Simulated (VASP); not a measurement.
# ZnSe (Fm-3m) in VASP: further runs

Runs on ZnSe. Level: PBEsol. Tasks: single point.

All numbers are computed with VASP 6.6.1; they aren't measurements. Logs are shortened: lines on timing, memory, paths and dates and some standing lists are left out, and cuts for length are marked.

## (1) The cell of the first run

It takes space group Fm-3m (No. 225, cubic). The conventional cell has a = 4.891 Å, b = 4.891 Å, c = 4.891 Å, α = 90.00°, β = 90.00°, γ = 90.00°. Within 3.2 Å of Se (site symmetry m-3m) lie 6 Zn at 2.45 Å. Within 3.2 Å of Zn (site symmetry m-3m) lie 6 Se at 2.45 Å.

## (2) Single point, PBEsol (volume scaled by 0.800)

INCAR reads:

```
PREC = Accurate
ENCUT = 520
EDIFF = 1E-6
ISMEAR = 0
SIGMA = 0.05
LREAL = F
LASPH = T
NELM = 100
ALGO = Normal
ISIF = 2
LWAVE = F
LCHARG = T
GGA = PS
LELF = T
LVHAR = T
NBANDS = 16
```

KPOINTS reads:

```
regular mesh
0
Gamma
  12 12 12
```

POSCAR reads:

```
ZnSe
1.0
    0.0000000000      2.4456810603      2.4456810603
    2.4456810603      0.0000000000      2.4456810603
    2.4456810603      2.4456810603      0.0000000000
Se Zn
1 1
Direct
    0.0000000000      0.0000000000      0.0000000000
    0.5000000000      0.5000000000      0.5000000000
```

Potentials or basis: VASP PAW PBE potentials, release 64 (Se, Zn).

Run with:

```console
$ cat potpaw_PBE.64/Se/POTCAR potpaw_PBE.64/Zn/POTCAR > POTCAR
$ mpirun -np 1 vasp_std > vasp.out
```

OUTCAR:

```text
PREC = Accurate
   ENCUT = 520
   EDIFF = 1E-6
   ISMEAR = 0
   LREAL = F
   LASPH = T
   NELM = 100
   ISIF = 2
   GGA = PS

 ion  position               nearest neighbor table
   1  0.000  0.000  0.000-   2 2.45   2 2.45   2 2.45   2 2.45   2 2.45   2 2.45
   2  0.500  0.500  0.500-   1 2.45   1 2.45   1 2.45   1 2.45   1 2.45   1 2.45

  LATTYP: Found a face centered cubic cell.
 ALAT       =     4.8913621206

  Lattice vectors:

 A1 = (   0.0000000000,   2.4456810603,   2.4456810603)
 A2 = (   2.4456810603,   0.0000000000,   2.4456810603)
 A3 = (   2.4456810603,   2.4456810603,   0.0000000000)

Analysis of symmetry for initial positions (statically):
=====================================================================
 Subroutine PRICEL returns:
 Original cell was already a primitive cell.

 Routine SETGRP: Setting up the symmetry group for a
 face centered cubic supercell.

 Subroutine GETGRP returns: Found 48 space group operations
 (whereof 48 operations were pure point group operations)
 out of a pool of 48 trial point group operations.

The static configuration has the point symmetry O_h .

Analysis of symmetry for dynamics (positions and initial velocities):
=====================================================================
 Subroutine PRICEL returns:
 Original cell was already a primitive cell.

 Routine SETGRP: Setting up the symmetry group for a
 face centered cubic supercell.

 Subroutine GETGRP returns: Found 48 space group operations
 (whereof 48 operations were pure point group operations)
 out of a pool of 48 trial point group operations.

The dynamic configuration has the point symmetry O_h .

 Subroutine INISYM returns: Found 48 space group operations
 (whereof 48 operations are pure point group operations),
 and found     1 'primitive' translations

----------------------------------------------------------------------------------------

                                     Primitive cell

  volume of cell :      29.2570

  direct lattice vectors                    reciprocal lattice vectors
     0.000000000  2.445681060  2.445681060    -0.204442030  0.204442030  0.204442030
     2.445681060  0.000000000  2.445681060     0.204442030 -0.204442030  0.204442030
     2.445681060  2.445681060  0.000000000     0.204442030  0.204442030 -0.204442030

  length of vectors
     3.458715325  3.458715325  3.458715325     0.354103983  0.354103983  0.354103983

  position of ions in fractional coordinates (direct lattice)
     0.000000000  0.000000000  0.000000000
     0.500000000  0.500000000  0.500000000

  ion indices of the primitive-cell ions
   primitive index   ion index
                 1           1
                 2           2

----------------------------------------------------------------------------------------

 KPOINTS: regular mesh

Automatic generation of k-mesh.
 Grid dimensions read from file:
 generate k-points for:   12   12   12

 Generating k-lattice:

  Cartesian coordinates                     Fractional coordinates (reciprocal lattice)
    -0.017036836  0.017036836  0.017036836     0.083333333  0.000000000  0.000000000
     0.017036836 -0.017036836  0.017036836     0.000000000  0.083333333  0.000000000
     0.017036836  0.017036836 -0.017036836     0.000000000  0.000000000  0.083333333

  Length of vectors
     0.029508665  0.029508665  0.029508665

  Shift w.r.t. Gamma in fractional coordinates (k-lattice)
     0.000000000  0.000000000  0.000000000

 Subroutine IBZKPT returns following result:
 ===========================================

 Found     72 irreducible k-points:

 Following reciprocal coordinates:
            Coordinates               Weight
  0.000000  0.000000  0.000000      1.000000
  0.083333  0.000000  0.000000      8.000000
  0.166667  0.000000  0.000000      8.000000
  0.250000  0.000000  0.000000      8.000000
  0.333333  0.000000  0.000000      8.000000
  0.416667  0.000000  0.000000      8.000000
[... 16 lines left out ...]
  0.500000  0.166667  0.000000     24.000000
 -0.416667  0.166667  0.000000     24.000000
 [... further k-points ...]
   k-points           NKPTS =     72   k-points in BZ     NKDIM =     72   number of bands    NBANDS=     16
   number of dos      NEDOS =    301   number of ions     NIONS =      2
   total plane-waves  NPLWV =  21952
   dimension x,y,z NGX =    28 NGY =   28 NGZ =   28
   dimension x,y,z NGXF=    56 NGYF=   56 NGZF=   56
   ions per type =               1   1
   NGX,Y,Z   is equivalent  to a cutoff of  13.46, 13.46, 13.46 a.u.
   NGXF,Y,Z  is equivalent  to a cutoff of  26.92, 26.92, 26.92 a.u.
 SYSTEM =  unknown system
   PREC   = accura    normal or accurate (medium, high low for compatibility)
   ISTART =      0    job   : 0-new  1-cont  2-samecut
   ICHARG =      2    charge: 1-file 2-atom 10-const
   ISPIN  =      1    spin polarized calculation?
   LNONCOLLINEAR =      F non collinear calculations
   LSORBIT =      F    spin-orbit coupling
   LASPH  =      T    aspherical Exc in radial PAW
   ENCUT  =  520.0 eV  38.22 Ry    6.18 a.u.   6.43  6.43  6.43*2*pi/ulx,y,z
   NELM   =    100;   NELMIN=  2; NELMDL= -5     # of ELM steps
   EDIFF  = 0.1E-05   stopping-criterion for ELM
   LREAL  =      F    real-space projection
   EDIFFG = 0.1E-04   stopping-criterion for IOM
   NSW    =      0    number of steps for IOM
   IBRION =     -1    ionic relax: 0-MD 1-quasi-New 2-CG
   NFREE  =      0    steps in history (QN), initial steepest desc. (CG)
   ISIF   =      2    stress and relaxation
   ISYM   =      2    0-nonsym 1-usesym 2-fastsym
   POTIM  = 0.5000    time-step for ionic-motion
   TEBEG  =    0.0;   TEEND  =   0.0 temperature during run
   PSTRESS=    0.0 pullay stress
   NELECT =      18.0000    total number of electrons
   NUPDOWN=      -1.0000    fix difference up-down
   EMIN   =  10.00;   EMAX   =-10.00  energy-range for DOS
   EFERMI =   0.00;   METHOD = LEGACY
   ISMEAR =     0;   SIGMA  =   0.05  broadening in eV -4-tet -1-fermi 0-gaus
   EFERMI_NEDOS =   21; number of points for ismear=-14 and -15
   IALGO  =     38    algorithm
   IMIX   =      4    mixing-type and parameters
     AMIX     =   0.40;   BMIX     =  1.00
     AMIX_MAG =   1.60;   BMIX_MAG =  1.00
  volume/ion in A,a.u.               =      14.63        98.72
  Fermi-wavevector in a.u.,A,eV,Ry     =   1.392374  2.631205 26.377681  1.938705
  Thomas-Fermi vector in A             =   2.516123
   LORBIT       =      0    0 simple, 1 ext, 2 COOP (PROOUT), +10 PAW based schemes
   GGA     = PS    functional components
   LHFCALC =     F    Hartree Fock is set to
   AEXX    =    0.0000 exact exchange contribution
   IVDW    =     0    specifies the selected vdW correction
   LEPSILON=     F    determine dielectric tensor
   LRPA    =     F    only Hartree local field effects (RPA)
 non-spin polarized calculation
 Gauss-broadening in eV      SIGMA  =   0.05
  energy-cutoff  :      520.00
  volume of cell :       29.26
 maximum number of plane-waves:       817
 NGX is ok and might be reduce to    28
   NGX = 13   NGY = 13   NGZ = 13

 number of electron      17.9999988 magnetization

 Free energy of the ion-electron system (eV)
  ---------------------------------------------------
  ext. energy  EPLUGINS =         0.00000000
  ---------------------------------------------------
  free energy    TOTEN  =        -5.66180085 eV

  energy without entropy =       -5.66031297  energy(sigma->0) =       -5.66105691

 E-fermi :   6.0818     XC(G=0): -11.9507

 val. band max:        6.0758200899   @ k =  -0.2500   0.0833   0.0000
 cond. band min:       6.0829961846   @ k =  -0.3333   0.0833   0.0000
 fundamental gap:      0.0071760946
 Fermi energy:         6.0818446451

 k-point     1 :       0.0000    0.0000    0.0000
  band No.  band energies     occupation
      1     -10.2208      2.00000
      2      -1.4485      2.00000
      3      -1.4485      2.00000
      4      -1.4340      2.00000
      5      -1.4340      2.00000
      6      -1.4340      2.00000
[... 8 lines left out ...]
     15      17.1712      0.00000
     16      17.1712      0.00000

 k-point     2 :       0.0833    0.0000    0.0000
  band No.  band energies     occupation
      1     -10.1153      2.00000
      2      -1.4819      2.00000
      3      -1.4819      2.00000
      4      -1.4527      2.00000
      5      -1.4204      2.00000
      6      -1.4204      2.00000
[... 8 lines left out ...]
     15      16.1368      0.00000
     16      16.8709      0.00000

 k-point     3 :       0.1667    0.0000    0.0000
  band No.  band energies     occupation
      1      -9.8058      2.00000
      2      -1.5755      2.00000
      3      -1.5755      2.00000
      4      -1.5214      2.00000
      5      -1.3785      2.00000
      6      -1.3785      2.00000
[... 8 lines left out ...]
     15      15.9597      0.00000
     16      16.4068      0.00000

 k-point     4 :       0.2500    0.0000    0.0000
  band No.  band energies     occupation
      1      -9.3165      2.00000
      2      -1.6995      2.00000
      3      -1.6994      2.00000
      4      -1.6994      2.00000
      5      -1.3202      2.00000
      6      -1.3202      2.00000
[... 8 lines left out ...]
     15      16.9287      0.00000
     16      16.9287      0.00000

 k-point     5 :       0.3333    0.0000    0.0000
  band No.  band energies     occupation
      1      -8.7070      2.00000
      2      -2.1387      2.00000
      3      -1.8188      2.00000
      4      -1.8188      2.00000
      5      -1.2609      2.00000
      6      -1.2609      2.00000
[... 8 lines left out ...]
     15      18.3538      0.00000
     16      18.3538      0.00000

 k-point     6 :       0.4167    0.0000    0.0000
  band No.  band energies     occupation
      1      -8.1212      2.00000
      2      -2.8169      2.00000
      3      -1.9037      2.00000
      4      -1.9037      2.00000
      5      -1.2169      2.00000
      6      -1.2169      2.00000
[... 8 lines left out ...]
     15      20.0613      0.00000
     16      20.0613      0.00000

 k-point     7 :       0.5000    0.0000    0.0000
  band No.  band energies     occupation
      1      -7.8526      2.00000
      2      -3.1679      2.00000
      3      -1.9342      2.00000
      4      -1.9342      2.00000
      5      -1.2006      2.00000
      6      -1.2006      2.00000
[... 8 lines left out ...]
     15      21.3333      0.00000
     16      21.3333      0.00000

 k-point     8 :       0.0833    0.0833    0.0000
  band No.  band energies     occupation
      1     -10.0808      2.00000
      2      -1.5313      2.00000
      3      -1.4495      2.00000
      4      -1.4403      2.00000
      5      -1.4266      2.00000
      6      -1.4266      2.00000
[... 8 lines left out ...]
     15      17.7031      0.00000
     16      17.7031      0.00000

 k-point     9 :       0.1667    0.0833    0.0000
  band No.  band energies     occupation
      1      -9.8410      2.00000
      2      -1.6375      2.00000
      3      -1.4916      2.00000
      4      -1.4877      2.00000
      5      -1.4029      2.00000
      6      -1.3803      2.00000
[... 8 lines left out ...]
     15      17.2947      0.00000
     16      17.5682      0.00000
[... 172 lines left out ...]
 k-point    19 :       0.1667    0.1667    0.0000
  band No.  band energies     occupation
      1      -9.6772      2.00000
      2      -1.7526      2.00000
      3      -1.4921      2.00000
      4      -1.4180      2.00000
      5      -1.3990      2.00000
      6      -1.3990      2.00000
[... 8 lines left out ...]
     15      19.1394      0.00000
     16      19.1394      0.00000

 k-point    20 :       0.2500    0.1667    0.0000
  band No.  band energies     occupation
      1      -9.3279      2.00000
      2      -1.8958      2.00000
      3      -1.5377      2.00000
      4      -1.4815      2.00000
      5      -1.3663      2.00000
      6      -1.3250      2.00000
[... 8 lines left out ...]
     15      18.9550      0.00000
     16      19.3504      0.00000

 k-point    21 :       0.3333    0.1667    0.0000
  band No.  band energies     occupation
      1      -8.8303      2.00000
      2      -2.0622      2.00000
      3      -1.6298      2.00000
      4      -1.5904      2.00000
      5      -1.3164      2.00000
      6      -1.2528      2.00000
[... 8 lines left out ...]
     15      19.6752      0.00000
     16      19.8938      0.00000

 k-point    22 :       0.4167    0.1667    0.0000
  band No.  band energies     occupation
      1      -8.2682      2.00000
      2      -2.3081      2.00000
      3      -1.7691      2.00000
      4      -1.7111      2.00000
      5      -1.2590      2.00000
      6      -1.2038      2.00000
[... 8 lines left out ...]
     15      20.9733      0.00000
     16      21.3360      0.00000

 k-point    23 :       0.5000    0.1667    0.0000
  band No.  band energies     occupation
      1      -7.8171      2.00000
      2      -2.6623      2.00000
      3      -1.8552      2.00000
      4      -1.8127      2.00000
      5      -1.2071      2.00000
      6      -1.1874      2.00000
[... 8 lines left out ...]
     15      21.5560      0.00000
     16      21.7305      0.00000

 k-point    24 :      -0.4167    0.1667    0.0000
  band No.  band energies     occupation
      1      -7.7329      2.00000
      2      -2.7737      2.00000
      3      -1.8726      2.00000
      4      -1.8331      2.00000
      5      -1.2041      2.00000
      6      -1.1756      2.00000
[... 8 lines left out ...]
     15      19.6800      0.00000
     16      20.6033      0.00000

 [... further k-points ...]
[... 5 lines left out ...]
  --------------------------------------------------------------------------------------
  -------------------------------------------------------------------------------------
  Total        5.7720137      5.7720137      5.7720137      0.0000000      0.0000000      0.0000000
  in kB      316.0883449    316.0883449    316.0883449      0.0000000      0.0000000      0.0000000
  external PRESSURE =     316.0883449 kB  Pullay stress =       0.0000000 kB

 VOLUME and BASIS-vectors are now :
 -----------------------------------------------------------------------------
  energy-cutoff  :      520.00
  volume of cell :       29.26
      direct lattice vectors                 reciprocal lattice vectors
     0.000000000  2.445681060  2.445681060    -0.204442030  0.204442030  0.204442030
     2.445681060  0.000000000  2.445681060     0.204442030 -0.204442030  0.204442030
     2.445681060  2.445681060  0.000000000     0.204442030  0.204442030 -0.204442030

 POSITION                                       TOTAL-FORCE (eV/Angst)
 -----------------------------------------------------------------------------------
      0.00000      0.00000      0.00000        -0.000000     -0.000000     -0.000000
      2.44568      2.44568      2.44568         0.000000      0.000000      0.000000
 -----------------------------------------------------------------------------------
    total drift:                                0.000000      0.000000      0.000000

  FREE ENERGIE OF THE ION-ELECTRON SYSTEM (eV)
  ---------------------------------------------------
  free  energy   TOTEN  =        -5.6618008463 eV

  energy  without entropy=       -5.6603129737  energy(sigma->0) =       -5.66105691
```

Wall time 70 s (1 thread of AMD EPYC 7R13, shared host); peak memory 0.15 GiB.

What came out:

| Quantity | Value |
| --- | --- |
| Free energy | -5.6618 eV |
| Pressure | 31.6 GPa |
| Band gap on the k mesh | zero (band 9 reaches 6.17 eV, above the bottom of band 10 at 4.85 eV) |

Caveat: the PAW data sets were made with another functional, which shifts forces and pressure a little.

## (3) Single point, PBEsol (volume scaled by 0.840)

INCAR reads:

```
SYSTEM = ZnSe
  ALGO = Normal
  EDIFF = 1E-6
  ENCUT = 520
  GGA = PS
  ISIF = 2
  ISMEAR = 0
  LASPH = .True.
  LCHARG = .False.
  LREAL = .False.
  LWAVE = .False.
  NBANDS = 16
  NELM = 100
  PREC = Accurate
  SIGMA = 0.05
```

KPOINTS reads:

```
k-points
0
Gamma
  12 12 12
  0 0 0
```

POSCAR reads:

```
ZnSe
1.0
    0.0000000000      2.4857813196      2.4857813196
    2.4857813196      0.0000000000      2.4857813196
    2.4857813196      2.4857813196      0.0000000000
Se Zn
1 1
Direct
    0.0000000000      0.0000000000      0.0000000000
    0.5000000000      0.5000000000      0.5000000000
```

Potentials or basis: VASP PAW PBE potentials, release 64 (Se, Zn).

Run with:

```console
$ cat potpaw_PBE.64/Se/POTCAR potpaw_PBE.64/Zn/POTCAR > POTCAR
$ mpirun -np 1 vasp_std > vasp.out
```

Run time: 80 s. Hardware: 1 thread of AMD EPYC 7R13, shared host; peak memory 0.15 GiB.

The run converged. Its results:

| Item | Value |
| --- | --- |
| Free energy | -5.9060 eV |
| Pressure | 22.2 GPa |
| Band gap on the k mesh | zero (band 9 reaches 5.55 eV, above the bottom of band 10 at 4.26 eV) |

Levels at points of the mesh, in eV from the Fermi level:
| k point | band 5 | band 6 | band 7 | band 8 | band 9 | band 10 | band 11 | band 12 | band 13 | band 14 |
| --- | --- | --- | --- | --- | --- | --- | --- | --- | --- | --- |
| (0.00, 0.00, 0.00) | -7.29 | -7.29 | -0.73 | -0.73 | -0.73 | 2.24 | 8.51 | 8.51 | 8.51 | 10.83 |
| (0.50, 0.00, 0.00) | -7.09 | -7.09 | -6.45 | -0.09 | -0.09 | 3.18 | 4.68 | 4.68 | 7.79 | 13.75 |
| (0.50, 0.50, 0.00) | -7.02 | -6.88 | -6.45 | -3.45 | -3.45 | -1.21 | 4.25 | 13.11 | 13.11 | 13.81 |

Caveat: the PAW data sets were made with another functional, which shifts forces and pressure a little.
